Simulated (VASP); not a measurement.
Set up this calculation in VASP 6.6.1, as the native input.

```yaml
Task: single point
Functional: PBEsol
Potentials_or_basis: VASP PAW PBE potentials, release 64 (Al, Ni)
Cutoff: 520 eV
k_mesh: 16 × 16 × 16
Occupations: gaussian, width 0.15 eV
Spin: no spin polarisation
Dipole_correction: no
Further_INCAR_settings: ALGO = Fast; EDIFF = 1e-06; NBANDS = 14
```

The structure of AlNi lies in POSCAR:

```
AlNi
1.0
    2.1222677803     -2.1222113841      0.0000000000
    2.1222677803      2.1222113841      0.0000000000
    0.0000000000      0.0000000000      3.0219000000
Al Ni
1 1
Direct
    0.0000000000      0.0000000000      0.0000000000
    0.5000000000      0.5000000000      0.5000000000
```

These files were run (other wordings do the same):

INCAR

```
SYSTEM = AlNi
ALGO = Fast ; EDIFF = 1E-6
ENCUT = 520 ; GGA = PS
ISIF = 2 ; ISMEAR = 0
LASPH = .True. ; LCHARG = .False.
LREAL = .False. ; LWAVE = .False.
NBANDS = 14 ; NELM = 100
PREC = Accurate ; SIGMA = 0.15
```

KPOINTS

```
k-points
0
Gamma
  16 16 16
  0 0 0
```

Potentials or basis: VASP PAW PBE potentials, release 64 (Al, Ni).

Launch:

```bash
$ cat potpaw_PBE.64/Al/POTCAR potpaw_PBE.64/Ni/POTCAR > POTCAR
$ mpirun -np 1 vasp_std > vasp.out
```

It gave:

```yaml
Pressure: -18.7 GPa
Band_gap_on_the_k_mesh: zero (an odd number of electrons rules out a gap without spin polarisation)
```

Caveat: the cell stands under tension; the PAW data sets were made with another functional, which shifts forces and pressure a little.

It took 6.2 min on 1 thread of Intel Xeon 8259CL, on a shared host, peak memory 0.36 GiB.
